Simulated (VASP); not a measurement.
# W (Im-3m) in VASP: further runs, part 2 of 2

VASP 6.6.1.

## (3) Relaxation of cell and atoms, PBE, target pressure 6 GPa, at which the enthalpy is minimised

Input file INCAR:

```
ALGO = Normal
EDIFF = 1E-6
EDIFFG = -0.03
ENCUT = 600
GGA = PE
IBRION = 2
ISIF = 3
ISMEAR = 1
LASPH = True
LCHARG = False
LREAL = False
LWAVE = False
NELM = 80
NSW = 80
PREC = Accurate
PSTRESS = 60.0
SIGMA = 0.05
```

Input file KPOINTS:

```
k-points
0
Gamma
  15 15 15
```

Input file POSCAR:

```
W
1.0
   -1.5823400000      1.5823400000      1.5823400000
    1.5823400000     -1.5823400000      1.5823400000
    1.5823400000      1.5823400000     -1.5823400000
W
1
Direct
    0.0000000000      0.0000000000      0.0000000000
```

Potentials or basis: VASP PAW PBE potentials, release 64 (W_sv).

Command:

```
cat potpaw_PBE.64/W_sv/POTCAR > POTCAR
mpirun -np 1 vasp_std > vasp.out
```

OUTCAR:

```text
EDIFF = 1E-6
   EDIFFG = -0.03
   ENCUT = 600
   GGA = PE
   IBRION = 2
   ISIF = 3
   ISMEAR = 1
   LASPH = True
   LREAL = False
   NELM = 80
   NSW = 80
   PREC = Accurate
   PSTRESS = 60.0

 ion  position               nearest neighbor table
   1  0.000  0.000  0.000-

  LATTYP: Found a body centered cubic cell.
 ALAT       =     3.1646800000

  Lattice vectors:

 A1 = (  -1.5823400000,   1.5823400000,   1.5823400000)
 A2 = (   1.5823400000,  -1.5823400000,   1.5823400000)
 A3 = (   1.5823400000,   1.5823400000,  -1.5823400000)

Analysis of symmetry for initial positions (statically):
=====================================================================
 Subroutine PRICEL returns:
 Original cell was already a primitive cell.

 Routine SETGRP: Setting up the symmetry group for a
 body centered cubic supercell.

 Subroutine GETGRP returns: Found 48 space group operations
 (whereof 48 operations were pure point group operations)
 out of a pool of 48 trial point group operations.

The static configuration has the point symmetry O_h .

Analysis of symmetry for dynamics (positions and initial velocities):
=====================================================================
 Subroutine PRICEL returns:
 Original cell was already a primitive cell.

 Routine SETGRP: Setting up the symmetry group for a
 body centered cubic supercell.

 Subroutine GETGRP returns: Found 48 space group operations
 (whereof 48 operations were pure point group operations)
 out of a pool of 48 trial point group operations.

The dynamic configuration has the point symmetry O_h .

 Subroutine INISYM returns: Found 48 space group operations
 (whereof 48 operations are pure point group operations),
 and found     1 'primitive' translations

----------------------------------------------------------------------------------------

                                     Primitive cell

  volume of cell :      15.8475

  direct lattice vectors                    reciprocal lattice vectors
    -1.582340000  1.582340000  1.582340000     0.000000000  0.315987714  0.315987714
     1.582340000 -1.582340000  1.582340000     0.315987714  0.000000000  0.315987714
     1.582340000  1.582340000 -1.582340000     0.315987714  0.315987714  0.000000000

  length of vectors
     2.740693275  2.740693275  2.740693275     0.446874111  0.446874111  0.446874111

  position of ions in fractional coordinates (direct lattice)
     0.000000000  0.000000000  0.000000000

  ion indices of the primitive-cell ions
   primitive index   ion index
                 1           1

----------------------------------------------------------------------------------------

 KPOINTS: k-points

Automatic generation of k-mesh.
 Grid dimensions read from file:
 generate k-points for:   15   15   15

 Generating k-lattice:

  Cartesian coordinates                     Fractional coordinates (reciprocal lattice)
[... 45 lines left out ...]
   dimension x,y,z NGX =    24 NGY =   24 NGZ =   24
   dimension x,y,z NGXF=    48 NGYF=   48 NGZF=   48
   ions per type =               1
   NGX,Y,Z   is equivalent  to a cutoff of  14.56, 14.56, 14.56 a.u.
   NGXF,Y,Z  is equivalent  to a cutoff of  29.12, 29.12, 29.12 a.u.
 SYSTEM =  unknown system
   PREC   = accura    normal or accurate (medium, high low for compatibility)
   ISTART =      0    job   : 0-new  1-cont  2-samecut
   ICHARG =      2    charge: 1-file 2-atom 10-const
   ISPIN  =      1    spin polarized calculation?
   LNONCOLLINEAR =      F non collinear calculations
   LSORBIT =      F    spin-orbit coupling
   LASPH  =      T    aspherical Exc in radial PAW
   ENCUT  =  600.0 eV  44.10 Ry    6.64 a.u.   5.47  5.47  5.47*2*pi/ulx,y,z
   NELM   =     80;   NELMIN=  2; NELMDL= -5     # of ELM steps
   EDIFF  = 0.1E-05   stopping-criterion for ELM
   LREAL  =      F    real-space projection
   EDIFFG = -.3E-01   stopping-criterion for IOM
   NSW    =     80    number of steps for IOM
   IBRION =      2    ionic relax: 0-MD 1-quasi-New 2-CG
   NFREE  =      1    steps in history (QN), initial steepest desc. (CG)
   ISIF   =      3    stress and relaxation
   ISYM   =      2    0-nonsym 1-usesym 2-fastsym
   POTIM  = 0.5000    time-step for ionic-motion
   TEBEG  =    0.0;   TEEND  =   0.0 temperature during run
   PSTRESS=   60.0 pullay stress
   NELECT =      14.0000    total number of electrons
   NUPDOWN=      -1.0000    fix difference up-down
   EMIN   =  10.00;   EMAX   =-10.00  energy-range for DOS
   EFERMI =   0.00;   METHOD = LEGACY
   ISMEAR =     1;   SIGMA  =   0.05  broadening in eV -4-tet -1-fermi 0-gaus
   EFERMI_NEDOS =   21; number of points for ismear=-14 and -15
   IALGO  =     38    algorithm
   IMIX   =      4    mixing-type and parameters
     AMIX     =   0.40;   BMIX     =  1.00
     AMIX_MAG =   1.60;   BMIX_MAG =  1.00
  volume/ion in A,a.u.               =      15.85       106.94
  Fermi-wavevector in a.u.,A,eV,Ry     =   1.570837  2.968451 33.572756  2.467528
  Thomas-Fermi vector in A             =   2.672510
   LORBIT       =      0    0 simple, 1 ext, 2 COOP (PROOUT), +10 PAW based schemes
   GGA     = PE    functional components
   LHFCALC =     F    Hartree Fock is set to
   AEXX    =    0.0000 exact exchange contribution
   IVDW    =     0    specifies the selected vdW correction
   LEPSILON=     F    determine dielectric tensor
   LRPA    =     F    only Hartree local field effects (RPA)
 conjugate gradient relaxation of ions
 non-spin polarized calculation
 Methfessel and Paxton  Order N= 1 SIGMA  =   0.05
  energy-cutoff  :      600.00
  volume of cell :       15.85
 maximum number of plane-waves:       546
 NGX is ok and might be reduce to    24
   NGX = 11   NGY = 11   NGZ = 11

--------------------------------------- Ionic step        1  -------------------------------------------

 number of electron      14.0000002 magnetization

 Free energy of the ion-electron system (eV)
  ---------------------------------------------------
  ext. energy  EPLUGINS =         0.00000000
  ---------------------------------------------------
  free energy    TOTEN  =       -12.94765079 eV

  energy without entropy =      -12.94760918  energy(sigma->0) =      -12.94763692

------------------------ aborting loop because EDIFF is reached ----------------------------------------

  FORCE on cell =-STRESS in cart. coord.  units (eV):
  Direction    XX          YY          ZZ          XY          YZ          ZX
  --------------------------------------------------------------------------------------
  -------------------------------------------------------------------------------------
  Total        0.6439948      0.6439948      0.6439948      0.0000000      0.0000000     -0.0000000
  in kB       65.1078760     65.1078760     65.1078760      0.0000000      0.0000000     -0.0000000
  external PRESSURE =       5.1078760 kB  Pullay stress =      60.0000000 kB
[... 61 lines left out ...]
--------------------------------------- Ionic step        3  -------------------------------------------

 number of electron      14.0000002 magnetization

 Free energy of the ion-electron system (eV)
  ---------------------------------------------------
  ext. energy  EPLUGINS =         0.00000000
  ---------------------------------------------------
  free energy    TOTEN  =       -12.94856568 eV

  energy without entropy =      -12.94852012  energy(sigma->0) =      -12.94855049

 E-fermi :  11.3639     XC(G=0): -13.6352

 val. band max:       11.3602469335   @ k =  -0.3333   0.4000   0.2667
 cond. band min:      11.5126954357   @ k =  -0.2667   0.2667   0.1333
 fundamental gap:      0.1524485022
 Fermi energy:        11.3638584388

 k-point     1 :       0.0000    0.0000    0.0000
  band No.  band energies     occupation
      1     -62.7687      2.00000
      2     -26.3314      2.00000
      3     -26.3314      2.00000
      4     -26.3314      2.00000
      5       1.7961      2.00000
      6      10.1949      2.00000
      7      10.1949      2.00000
      8      10.1949      2.00000
      9      13.6810      0.00000
     10      13.6810      0.00000
     11      25.9412      0.00000
[... 309 lines left out ...]
 k-point    24 :       0.4000    0.2000    0.0000
  band No.  band energies     occupation
      1     -62.6248      2.00000
      2     -27.4603      2.00000
      3     -26.9316      2.00000
      4     -26.4628      2.00000
      5       6.3534      2.00000
      6       8.1265      2.00000
      7      10.0451      2.00000
      8      13.4376      0.00000
      9      14.8800      0.00000
     10      19.7789      0.00000
     11      20.7537      0.00000

 [... further k-points ...]

------------------------ aborting loop because EDIFF is reached ----------------------------------------

  FORCE on cell =-STRESS in cart. coord.  units (eV):
  Direction    XX          YY          ZZ          XY          YZ          ZX
  --------------------------------------------------------------------------------------
  -------------------------------------------------------------------------------------
  Total        0.5960668      0.5960668      0.5960668      0.0000000      0.0000000      0.0000000
  in kB       60.1734190     60.1734190     60.1734190      0.0000000      0.0000000      0.0000000
  external PRESSURE =       0.1734190 kB  Pullay stress =      60.0000000 kB
[... 20 lines left out ...]
  energy  without entropy=      -12.9485201224  energy(sigma->0) =      -12.94855049

  enthalpy is  TOTEN    =       -12.3542167289 eV   P V=        0.5943489474

 reached required accuracy - stopping structural energy minimisation
```

OSZICAR:

```text
N       E                     dE             d eps       ncg     rms          rms(c)
DAV:   1     0.821314380235E+02    0.82131E+02   -0.85504E+03  2648   0.158E+03
DAV:   2    -0.118537999550E+02   -0.93985E+02   -0.90818E+02  2823   0.356E+02
[... 18 lines left out ...]
DAV:   1    -0.129530295799E+02   -0.15459E-02   -0.10528E-01  2718   0.515E+00    0.877E-01
DAV:   2    -0.129492313400E+02    0.37982E-02   -0.55599E-03  2700   0.103E+00    0.202E-01
DAV:   3    -0.129485531243E+02    0.67822E-03   -0.18839E-03  2765   0.577E-01    0.158E-01
DAV:   4    -0.129485671764E+02   -0.14052E-04   -0.45546E-05  2729   0.911E-02    0.184E-02
DAV:   5    -0.129485660201E+02    0.11563E-05   -0.35464E-06  2796   0.248E-02    0.961E-04
DAV:   6    -0.129485656762E+02    0.34387E-06   -0.34853E-08  1358   0.296E-03
   3 F= -.12354217E+02 E0= -.12354202E+02  d E =-.377238E-04
```

It took 26 s on 1 thread of Intel Xeon Platinum 8375C at 2.90GHz (Ice Lake), shared host; peak memory 0.16 GiB.

Results:

- Free energy: -12.9486 eV
- Relaxed volume: 15.87 Å³/atom
- Relaxed cell: a = 2.742 Å, b = 2.742 Å, c = 2.742 Å, α = 109.47°, β = 109.47°, γ = 109.47°
- Space group after relaxing (to 0.05 Å): Im-3m (No. 229)
- Energy change on relaxing (the enthalpy is what falls): -0.9 meV/atom
- Ionic steps: 3
- Pressure after relaxing: 6.0 GPa
- Band gap on the k mesh: zero (band 7 reaches 16.06 eV, above the bottom of band 8 at 10.19 eV)

Step by step:
```tsv
step	energy change (eV)	largest force (eV/Å)	pressure (GPa)	volume (Å³)
1	0.0000	0.0000	6.51	15.85
2	-0.0038	0.0000	4.13	15.96
3	-0.0009	0.0000	6.02	15.87
```

Final structure:
```cif
data_structure
_symmetry_space_group_name_H-M 'P 1'
_symmetry_Int_Tables_number 1
_cell_length_a 2.7420
_cell_length_b 2.7420
_cell_length_c 2.7420
_cell_angle_alpha 109.471
_cell_angle_beta 109.471
_cell_angle_gamma 109.471
_cell_volume 15.87
loop_
_atom_site_label
_atom_site_type_symbol
_atom_site_fract_x
_atom_site_fract_y
_atom_site_fract_z
_atom_site_occupancy
W1 W 0.00000 0.00000 0.00000 1
```

Levels at points of the mesh, in eV from the Fermi level:
| k point | band 5 | band 6 | band 7 | band 8 | band 9 | band 10 |
| --- | --- | --- | --- | --- | --- | --- |
| (0.00, 0.00, 0.00) | -9.57 | -1.17 | -1.17 | -1.17 | 2.32 | 2.32 |

Caveat: the cell is relaxed towards a set pressure, so the enthalpy falls and the energy may rise; spin-orbit coupling is left out, which moves the levels of the heavy elements.

## (4) Relaxation of cell and atoms, PBE, target pressure 8 GPa, at which the enthalpy is minimised

Input file INCAR:

```
PREC = Accurate
ENCUT = 600
EDIFF = 1E-7
ISMEAR = 1
SIGMA = 0.05
LREAL = False
LASPH = True
NELM = 100
ALGO = Normal
ISIF = 3
LWAVE = False
LCHARG = False
GGA = PE
IBRION = 2
NSW = 80
EDIFFG = -0.03
PSTRESS = 80.0
```

Input file KPOINTS:

```
regular mesh
0
Gamma
  15 15 15
```

POSCAR is that of step 3.

Command:

```
cat potpaw_PBE.64/W_sv/POTCAR > POTCAR
mpirun -np 1 vasp_std > vasp.out
```

Run time: 33 s. Hardware: 1 thread of Intel Xeon Platinum 8375C at 2.90GHz (Ice Lake), shared host; peak memory 0.16 GiB.

It converged, with:

* Free energy: -12.9445 eV
* Relaxed volume: 15.78 Å³/atom
* Relaxed cell: a = 2.737 Å, b = 2.737 Å, c = 2.737 Å, α = 109.47°, β = 109.47°, γ = 109.47°
* Space group after relaxing (to 0.05 Å): Im-3m (No. 229)
* Energy change on relaxing (the enthalpy is what falls): +3.1 meV/atom
* Ionic steps: 3
* Pressure after relaxing: 8.0 GPa
* Band gap on the k mesh: zero (band 7 reaches 16.18 eV, above the bottom of band 8 at 10.27 eV)

Step by step:
```
step  energy change (eV)  largest force (eV/Å)  pressure (GPa)  volume (Å³)
   1              0.0000                0.0000            6.52        15.85
   2              0.0212                0.0000           13.97        15.51
   3              0.0031                0.0000            7.99        15.78
```

Final structure:
```cif
data_structure
_symmetry_space_group_name_H-M 'P 1'
_symmetry_Int_Tables_number 1
_cell_length_a 2.7367
_cell_length_b 2.7367
_cell_length_c 2.7367
_cell_angle_alpha 109.471
_cell_angle_beta 109.471
_cell_angle_gamma 109.471
_cell_volume 15.78
loop_
_atom_site_label
_atom_site_type_symbol
_atom_site_fract_x
_atom_site_fract_y
_atom_site_fract_z
_atom_site_occupancy
W1 W 0.00000 0.00000 0.00000 1
```

Levels at points of the mesh, in eV from the Fermi level:
```csv
k point,band 5,band 6,band 7,band 8,band 9,band 10
"(0.00, 0.00, 0.00)",-9.60,-1.18,-1.18,-1.18,2.33,2.33
```

Caveat: the cell is relaxed towards a set pressure, so the enthalpy falls and the energy may rise; spin-orbit coupling is left out, which moves the levels of the heavy elements.

## (5) Summary

```tsv
cell	gap on the mesh (eV)	pressure (GPa)
relaxed to 4 GPa	none	4.0
relaxed to 6 GPa	none	6.0
relaxed to 8 GPa	none	8.0
```

Alike in all rows: task relaxation of cell and atoms; level PBE; potentials or basis VASP PAW PBE potentials, release 64 (W_sv); no spin polarisation; k mesh 15 × 15 × 15; cutoff (eV) 600; smearing methfessel-paxton 0.05 eV.

Caveats: the cell is relaxed towards a set pressure, so the enthalpy falls and the energy may rise; spin-orbit coupling is left out, which moves the levels of the heavy elements.

Total energies depend on the potentials used, so only differences within one code and one set of settings carry meaning.
